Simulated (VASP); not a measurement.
# Hf (Im-3m) in VASP: notebook

Aim: see how the results for Hf move with the level of theory and the settings. Levels: PBE, LDA. Tasks: single point.

Program: VASP 6.6.1. These are calculated values, not measurements. Logs are shortened: lines on timing, memory, paths and dates and some standing lists are left out, and cuts for length are marked.

### Step 1. The cell of the first run

Symmetry: Im-3m, No. 229, cubic system. Conventional cell: a = 3.610 Å, b = 3.610 Å, c = 3.610 Å, α = 90.00°, β = 90.00°, γ = 90.00°. Within 4.1 Å of Hf (site symmetry m-3m) lie 14 Hf at 3.13 to 3.61 Å.

### Step 2. Single point, PBE

File INCAR:

```
SYSTEM = Hf
ALGO = Fast
EDIFF = 1E-6
ENCUT = 520
GGA = PE
ISIF = 2
ISMEAR = 0
LASPH = .TRUE.
LCHARG = .FALSE.
LREAL = .FALSE.
LWAVE = .FALSE.
NBANDS = 11
NELM = 100
PREC = Accurate
SIGMA = 0.011
```

File KPOINTS:

```
k-points
0
G
  10 10 10
  0 0 0
```

File POSCAR:

```
Hf
1.0
   -1.8050000000      1.8050000000      1.8050000000
    1.8050000000     -1.8050000000      1.8050000000
    1.8050000000      1.8050000000     -1.8050000000
Hf
1
Direct
    0.0000000000      0.0000000000      0.0000000000
```

Potentials or basis: VASP PAW PBE potentials, release 64 (Hf_pv).

The run is started by

```
$ cat potpaw_PBE.64/Hf_pv/POTCAR > POTCAR
$ mpirun -np 1 vasp_std > vasp.out
```

OUTCAR:

```text
SYSTEM = Hf
   EDIFF = 1E-6
   ENCUT = 520
   GGA = PE
   ISIF = 2
   ISMEAR = 0
   LASPH = .TRUE.
   LREAL = .FALSE.
   NELM = 100
   PREC = Accurate

 ion  position               nearest neighbor table
   1  0.000  0.000  0.000-

  LATTYP: Found a body centered cubic cell.
 ALAT       =     3.6100000000

  Lattice vectors:

 A1 = (  -1.8050000000,   1.8050000000,   1.8050000000)
 A2 = (   1.8050000000,  -1.8050000000,   1.8050000000)
 A3 = (   1.8050000000,   1.8050000000,  -1.8050000000)

Analysis of symmetry for initial positions (statically):
=====================================================================
 Subroutine PRICEL returns:
 Original cell was already a primitive cell.

 Routine SETGRP: Setting up the symmetry group for a
 body centered cubic supercell.

 Subroutine GETGRP returns: Found 48 space group operations
 (whereof 48 operations were pure point group operations)
 out of a pool of 48 trial point group operations.

The static configuration has the point symmetry O_h .

Analysis of symmetry for dynamics (positions and initial velocities):
=====================================================================
 Subroutine PRICEL returns:
 Original cell was already a primitive cell.

 Routine SETGRP: Setting up the symmetry group for a
 body centered cubic supercell.

 Subroutine GETGRP returns: Found 48 space group operations
 (whereof 48 operations were pure point group operations)
 out of a pool of 48 trial point group operations.

The dynamic configuration has the point symmetry O_h .

 Subroutine INISYM returns: Found 48 space group operations
 (whereof 48 operations are pure point group operations),
 and found     1 'primitive' translations

----------------------------------------------------------------------------------------

                                     Primitive cell

  volume of cell :      23.5229

  direct lattice vectors                    reciprocal lattice vectors
    -1.805000000  1.805000000  1.805000000     0.000000000  0.277008310  0.277008310
     1.805000000 -1.805000000  1.805000000     0.277008310  0.000000000  0.277008310
     1.805000000  1.805000000 -1.805000000     0.277008310  0.277008310  0.000000000

  length of vectors
     3.126351708  3.126351708  3.126351708     0.391748909  0.391748909  0.391748909

  position of ions in fractional coordinates (direct lattice)
     0.000000000  0.000000000  0.000000000

  ion indices of the primitive-cell ions
   primitive index   ion index
                 1           1

----------------------------------------------------------------------------------------

 KPOINTS: k-points

Automatic generation of k-mesh.
 Grid dimensions read from file:
 generate k-points for:   10   10   10

 Generating k-lattice:

  Cartesian coordinates                     Fractional coordinates (reciprocal lattice)
     0.000000000  0.027700831  0.027700831     0.100000000  0.000000000  0.000000000
     0.027700831  0.000000000  0.027700831     0.000000000  0.100000000  0.000000000
     0.027700831  0.027700831  0.000000000     0.000000000  0.000000000  0.100000000

  Length of vectors
     0.039174891  0.039174891  0.039174891

  Shift w.r.t. Gamma in fractional coordinates (k-lattice)
     0.000000000  0.000000000  0.000000000

 Subroutine IBZKPT returns following result:
 ===========================================

 Found     47 irreducible k-points:

 Following reciprocal coordinates:
            Coordinates               Weight
  0.000000  0.000000  0.000000      1.000000
  0.100000  0.000000  0.000000     12.000000
  0.200000  0.000000  0.000000     12.000000
  0.300000  0.000000  0.000000     12.000000
  0.400000  0.000000  0.000000     12.000000
  0.500000  0.000000  0.000000      6.000000
[... 16 lines left out ...]
  0.300000  0.300000  0.100000      8.000000
 -0.300000  0.300000  0.100000     24.000000
 [... further k-points ...]
   k-points           NKPTS =     47   k-points in BZ     NKDIM =     47   number of bands    NBANDS=     11
   number of dos      NEDOS =    301   number of ions     NIONS =      1
   total plane-waves  NPLWV =  13824
   dimension x,y,z NGX =    24 NGY =   24 NGZ =   24
   dimension x,y,z NGXF=    48 NGYF=   48 NGZF=   48
   ions per type =               1
   NGX,Y,Z   is equivalent  to a cutoff of  12.76, 12.76, 12.76 a.u.
   NGXF,Y,Z  is equivalent  to a cutoff of  25.52, 25.52, 25.52 a.u.
 SYSTEM =  Hf
   PREC   = accura    normal or accurate (medium, high low for compatibility)
   ISTART =      0    job   : 0-new  1-cont  2-samecut
   ICHARG =      2    charge: 1-file 2-atom 10-const
   ISPIN  =      1    spin polarized calculation?
   LNONCOLLINEAR =      F non collinear calculations
   LSORBIT =      F    spin-orbit coupling
   LASPH  =      T    aspherical Exc in radial PAW
   ENCUT  =  520.0 eV  38.22 Ry    6.18 a.u.   5.81  5.81  5.81*2*pi/ulx,y,z
   NELM   =    100;   NELMIN=  2; NELMDL= -5     # of ELM steps
   EDIFF  = 0.1E-05   stopping-criterion for ELM
   LREAL  =      F    real-space projection
   EDIFFG = 0.1E-04   stopping-criterion for IOM
   NSW    =      0    number of steps for IOM
   IBRION =     -1    ionic relax: 0-MD 1-quasi-New 2-CG
   NFREE  =      0    steps in history (QN), initial steepest desc. (CG)
   ISIF   =      2    stress and relaxation
   ISYM   =      2    0-nonsym 1-usesym 2-fastsym
   POTIM  = 0.5000    time-step for ionic-motion
   TEBEG  =    0.0;   TEEND  =   0.0 temperature during run
   PSTRESS=    0.0 pullay stress
   NELECT =      10.0000    total number of electrons
   NUPDOWN=      -1.0000    fix difference up-down
   EMIN   =  10.00;   EMAX   =-10.00  energy-range for DOS
   EFERMI =   0.00;   METHOD = LEGACY
   ISMEAR =     0;   SIGMA  =   0.01  broadening in eV -4-tet -1-fermi 0-gaus
   EFERMI_NEDOS =   21; number of points for ismear=-14 and -15
   IALGO  =     68    algorithm
   IMIX   =      4    mixing-type and parameters
     AMIX     =   0.40;   BMIX     =  1.00
     AMIX_MAG =   1.60;   BMIX_MAG =  1.00
  volume/ion in A,a.u.               =      23.52       158.74
  Fermi-wavevector in a.u.,A,eV,Ry     =   1.230961  2.326179 20.616432  1.515265
  Thomas-Fermi vector in A             =   2.365789
   LORBIT       =      0    0 simple, 1 ext, 2 COOP (PROOUT), +10 PAW based schemes
   GGA     = PE    functional components
   LHFCALC =     F    Hartree Fock is set to
   AEXX    =    0.0000 exact exchange contribution
   IVDW    =     0    specifies the selected vdW correction
   LEPSILON=     F    determine dielectric tensor
   LRPA    =     F    only Hartree local field effects (RPA)
 non-spin polarized calculation
 RMM-DIIS sequential band-by-band and
 Gauss-broadening in eV      SIGMA  =   0.01
  energy-cutoff  :      520.00
  volume of cell :       23.52
 maximum number of plane-waves:       682
   NGX = 11   NGY = 11   NGZ = 11

 number of electron      10.0000001 magnetization

 Free energy of the ion-electron system (eV)
  ---------------------------------------------------
  ext. energy  EPLUGINS =         0.00000000
  ---------------------------------------------------
  free energy    TOTEN  =        -9.72437165 eV

  energy without entropy =       -9.72408397  energy(sigma->0) =       -9.72422781

 E-fermi :   4.2496     XC(G=0): -11.0586

 val. band max:        4.2475775606   @ k =   0.3000   0.2000  -0.0000
 cond. band min:       4.3035295269   @ k =  -0.4000   0.4000   0.1000
 fundamental gap:      0.0559519662
 Fermi energy:         4.2496321419

 k-point     1 :       0.0000    0.0000    0.0000
  band No.  band energies     occupation
      1     -25.7932      2.00000
      2     -25.7932      2.00000
      3     -25.7932      2.00000
      4      -2.6289      2.00000
      5       5.7275      0.00000
      6       5.7275      0.00000
      7       5.7275      0.00000
      8       8.3644      0.00000
      9       8.3644      0.00000
     10      17.2906      0.00000
     11      17.2906      0.00000

 k-point     2 :       0.1000    0.0000    0.0000
  band No.  band energies     occupation
      1     -25.8629      2.00000
      2     -25.8153      2.00000
      3     -25.7934      2.00000
      4      -2.2837      2.00000
      5       5.4928      0.00000
      6       5.6178      0.00000
      7       6.0675      0.00000
      8       8.0328      0.00000
      9       8.3651      0.00000
     10      17.5920      0.00000
     11      17.9277      0.00000

 k-point     3 :       0.2000    0.0000    0.0000
  band No.  band energies     occupation
      1     -26.0410      2.00000
      2     -25.8727      2.00000
      3     -25.7939      2.00000
      4      -1.3372      2.00000
      5       4.9487      0.00000
      6       5.1216      0.00000
      7       7.0578      0.00000
      8       7.7940      0.00000
      9       8.4248      0.00000
     10      17.7579      0.00000
     11      18.8213      0.00000

 k-point     4 :       0.3000    0.0000    0.0000
  band No.  band energies     occupation
      1     -26.2534      2.00000
      2     -25.9426      2.00000
      3     -25.7946      2.00000
      4      -0.1041      2.00000
      5       4.3774      0.00000
      6       4.5644      0.00000
      7       8.0353      0.00000
      8       8.5931      0.00000
      9       8.6287      0.00000
     10      16.5061      0.00000
     11      16.8202      0.00000

 k-point     5 :       0.4000    0.0000    0.0000
  band No.  band energies     occupation
      1     -26.4194      2.00000
      2     -25.9985      2.00000
      3     -25.7952      2.00000
      4       0.7880      2.00000
      5       3.9729      2.00000
      6       4.7018      0.00000
      7       8.2405      0.00000
      8       8.9424      0.00000
      9      10.3811      0.00000
     10      14.6184      0.00000
     11      15.0796      0.00000
[... 211 lines left out ...]
 k-point    21 :       0.3000    0.2000    0.1000
  band No.  band energies     occupation
      1     -26.3401      2.00000
      2     -26.1026      2.00000
      3     -25.9179      2.00000
      4       2.4408      2.00000
      5       3.5778      2.00000
      6       4.0456      2.00000
      7       8.7519      0.00000
      8       9.1389      0.00000
      9      11.3530      0.00000
     10      13.0073      0.00000
     11      15.7281      0.00000

 k-point    22 :      -0.2000    0.2000    0.1000
  band No.  band energies     occupation
      1     -26.0413      2.00000
      2     -25.8960      2.00000
      3     -25.8487      2.00000
      4      -1.0200      2.00000
      5       5.2141      0.00000
      6       5.2177      0.00000
      7       6.7453      0.00000
      8       6.9462      0.00000
      9       9.0045      0.00000
     10      17.9015      0.00000
     11      18.9222      0.00000

 k-point    23 :       0.3000    0.3000    0.1000
  band No.  band energies     occupation
      1     -26.2296      2.00000
      2     -26.2296      2.00000
      3     -25.9394      2.00000
      4       2.9237      2.00000
      5       3.7606      2.00000
      6       3.7606      2.00000
      7       9.0569      0.00000
      8       9.0569      0.00000
      9      10.3027      0.00000
     10      14.4696      0.00000
     11      14.4696      0.00000

 k-point    24 :      -0.3000    0.3000    0.1000
  band No.  band energies     occupation
      1     -26.2438      2.00000
      2     -25.9670      2.00000
      3     -25.8468      2.00000
      4       0.1979      2.00000
      5       4.4716      0.00000
      6       4.6876      0.00000
      7       7.1106      0.00000
      8       8.4759      0.00000
      9       9.0936      0.00000
     10      15.9417      0.00000
     11      18.1554      0.00000

 [... further k-points ...]

------------------------ aborting loop because EDIFF is reached ----------------------------------------

  FORCE on cell =-STRESS in cart. coord.  units (eV):
  Direction    XX          YY          ZZ          XY          YZ          ZX
  --------------------------------------------------------------------------------------
  -------------------------------------------------------------------------------------
  Total       -0.7745107     -0.7745107     -0.7745107      0.0000000      0.0000000     -0.0000000
  in kB      -52.7529064    -52.7529064    -52.7529064      0.0000000      0.0000000     -0.0000000
  external PRESSURE =     -52.7529064 kB  Pullay stress =       0.0000000 kB

 VOLUME and BASIS-vectors are now :
 -----------------------------------------------------------------------------
  energy-cutoff  :      520.00
  volume of cell :       23.52
      direct lattice vectors                 reciprocal lattice vectors
    -1.805000000  1.805000000  1.805000000     0.000000000  0.277008310  0.277008310
     1.805000000 -1.805000000  1.805000000     0.277008310  0.000000000  0.277008310
     1.805000000  1.805000000 -1.805000000     0.277008310  0.277008310  0.000000000

 POSITION                                       TOTAL-FORCE (eV/Angst)
 -----------------------------------------------------------------------------------
      0.00000      0.00000      0.00000         0.000000      0.000000      0.000000
 -----------------------------------------------------------------------------------
    total drift:                                0.000000      0.000000      0.000000

  FREE ENERGIE OF THE ION-ELECTRON SYSTEM (eV)
  ---------------------------------------------------
  free  energy   TOTEN  =        -9.7243716515 eV

  energy  without entropy=       -9.7240839728  energy(sigma->0) =       -9.72422781
```

Run time: 12 s. Hardware: 1 thread of Intel Xeon 8259CL, shared host; peak memory 0.14 GiB.

What came out:

```
Free energy            : -9.7244 eV
Pressure               : -5.3 GPa
Band gap on the k mesh : zero (band 5 reaches 5.73 eV, above the bottom of band 6 at 3.54 eV)
```

Caveat: spin-orbit coupling is left out, which moves the levels of the heavy elements.

### Step 3. Single point, LDA

File INCAR:

```
PREC = Accurate
ENCUT = 520
EDIFF = 1E-6
ISMEAR = -1
SIGMA = 0.05
LREAL = F
LASPH = T
NELM = 60
ALGO = Normal
ISIF = 2
LWAVE = F
LCHARG = F
NBANDS = 11
```

File KPOINTS:

```
Automatic mesh
0
Gamma
  10 10 10
```

POSCAR is that of step 2.

Potentials or basis: VASP PAW LDA potentials, release 64 (Hf_pv).

The run is started by

```
$ cat potpaw_LDA.64/Hf_pv/POTCAR > POTCAR
$ mpirun -np 1 vasp_std > vasp.out
```

OUTCAR:

```text
PREC = Accurate
   ENCUT = 520
   EDIFF = 1E-6
   ISMEAR = -1
   LREAL = F
   LASPH = T
   NELM = 60
   ISIF = 2

 ion  position               nearest neighbor table
   1  0.000  0.000  0.000-

  LATTYP: Found a body centered cubic cell.
 ALAT       =     3.6100000000

  Lattice vectors:

 A1 = (  -1.8050000000,   1.8050000000,   1.8050000000)
 A2 = (   1.8050000000,  -1.8050000000,   1.8050000000)
 A3 = (   1.8050000000,   1.8050000000,  -1.8050000000)

Analysis of symmetry for initial positions (statically):
[... 503 lines left out ...]
      3     -25.8115      2.00000
      4       0.1260      2.00000
      5       4.3363      0.02463
      6       4.4922      0.00110
      7       6.9191      0.00000
      8       8.2651      0.00000
      9       8.8674      0.00000
     10      15.8382      0.00000
     11      16.2572      0.00000

 [... further k-points ...]
[... 5 lines left out ...]
  --------------------------------------------------------------------------------------
  -------------------------------------------------------------------------------------
  Total       -1.8533735     -1.8533735     -1.8533735      0.0000000      0.0000000     -0.0000000
  in kB     -126.2356181   -126.2356181   -126.2356181      0.0000000      0.0000000     -0.0000000
  external PRESSURE =    -126.2356181 kB  Pullay stress =       0.0000000 kB

 VOLUME and BASIS-vectors are now :
 -----------------------------------------------------------------------------
  energy-cutoff  :      520.00
  volume of cell :       23.52
      direct lattice vectors                 reciprocal lattice vectors
    -1.805000000  1.805000000  1.805000000     0.000000000  0.277008310  0.277008310
     1.805000000 -1.805000000  1.805000000     0.277008310  0.000000000  0.277008310
     1.805000000  1.805000000 -1.805000000     0.277008310  0.277008310  0.000000000

 POSITION                                       TOTAL-FORCE (eV/Angst)
 -----------------------------------------------------------------------------------
      0.00000      0.00000      0.00000        -0.000000     -0.000000     -0.000000
 -----------------------------------------------------------------------------------
    total drift:                                0.000000      0.000000      0.000000

  FREE ENERGIE OF THE ION-ELECTRON SYSTEM (eV)
  ---------------------------------------------------
  free  energy   TOTEN  =       -10.4227223838 eV

  energy  without entropy=      -10.4079114912  energy(sigma->0) =      -10.41531694
```

stdout:

```text
POSCAR found type information on POSCAR Hf
 POSCAR found :  1 types and       1 ions
 scaLAPACK will be used
 LDA part: xc-table for (Slater(with rela. corr.)+CA(PZ))
 , standard interpolation
 POSCAR, INCAR and KPOINTS ok, starting setup
 FFT: planning ... GRIDC
 FFT: planning ... GRID_SOFT
 FFT: planning ... GRID
 WAVECAR not read
 entering main loop
```

Run time: 9 s. Hardware: 1 thread of Intel Xeon 8259CL, shared host; peak memory 0.13 GiB.

Results:

| Quantity | Value |
| --- | --- |
| Free energy | -10.4227 eV |
| Pressure | -12.6 GPa |
| Band gap on the k mesh | zero (band 5 reaches 5.51 eV, above the bottom of band 6 at 3.40 eV) |

Caveat: spin-orbit coupling is left out, which moves the levels of the heavy elements.
